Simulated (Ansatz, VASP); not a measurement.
## Two plane-wave programs on AlO2

File INCAR:

```
ALGO = Normal
EDIFF = 1E-6
ENCUT = 520
GGA = PE
ISIF = 2
ISMEAR = -1
LASPH = T
LCHARG = F
LREAL = F
LWAVE = F
NBANDS = 24
NELM = 80
PREC = Accurate
SIGMA = 0.05
```

KPOINTS

```
k-points
0
Gamma
  9 9 7
```

The input POSCAR:

```
AlO2
1.0
    1.4781740346     -5.3665712833      0.0000000000
    1.4781740346      5.3665712833      0.0000000000
    0.0000000000      0.0000000000      3.6221373565
Al O
2 4
Direct
    0.6681330000      0.3318670000      0.7500000000
    0.3318670000      0.6681330000      0.2500000000
    0.0610720000      0.9389280000      0.7500000000
    0.9389280000      0.0610720000      0.2500000000
    0.2941840000      0.7058160000      0.7500000000
    0.7058160000      0.2941840000      0.2500000000
```

File input.yaml:

```yaml
crystal:
  lattice:
    - [1.4781740346, -5.3665712833, 0.0]
    - [1.4781740346, 5.3665712833, 0.0]
    - [0.0, 0.0, 3.6221373565]
  atoms:
    - { symbol: Al, position: [0.668133, 0.331867, 0.75] }
    - { symbol: Al, position: [0.331867, 0.668133, 0.25] }
    - { symbol: O, position: [0.061072, 0.938928, 0.75] }
    - { symbol: O, position: [0.938928, 0.061072, 0.25] }
    - { symbol: O, position: [0.294184, 0.705816, 0.75] }
    - { symbol: O, position: [0.705816, 0.294184, 0.25] }
hamiltonian:
  xc: pbe
  pseudopotentials: { kind: paw }
kpoints:
  mp_grid: { grid: [9, 9, 7] }
scf:
  occupations: { method: fermi_dirac, width: 0.05 }
output:
  forces: true
  stress: true
  eigenvalues: true
```

Alike in both runs: task single point; functional PBE; k mesh 9 × 9 × 7; occupations fermi-dirac, width 0.05 eV; no spin polarisation.

```csv
,VASP,Ansatz
version,VASP 6.6.1,Ansatz 0.2.0
potentials or method,"VASP PAW PBE potentials, release 64 (Al, O)",Ansatz PAW
plane-wave cutoff (eV),520,420
valence electrons in the cell,30,30
```

|  | VASP | Ansatz | Ansatz less VASP |
| --- | --- | --- | --- |
| gap on the k mesh at the Fermi level (eV) | none | none | - |
| pressure (GPa) | 2.4 | 2.6 | +0.13 |
| traceless stress, the component that is largest in VASP (GPa) | 1.70 | 1.81 | +0.114 |
| rms of the force components (eV/Å) | 0.312 | 0.310 | -0.0016 |

Atom by atom the forces differ by 0.004 eV/Å (rms over components). A gap of «none» marks a metal or a gap that the smearing closes.
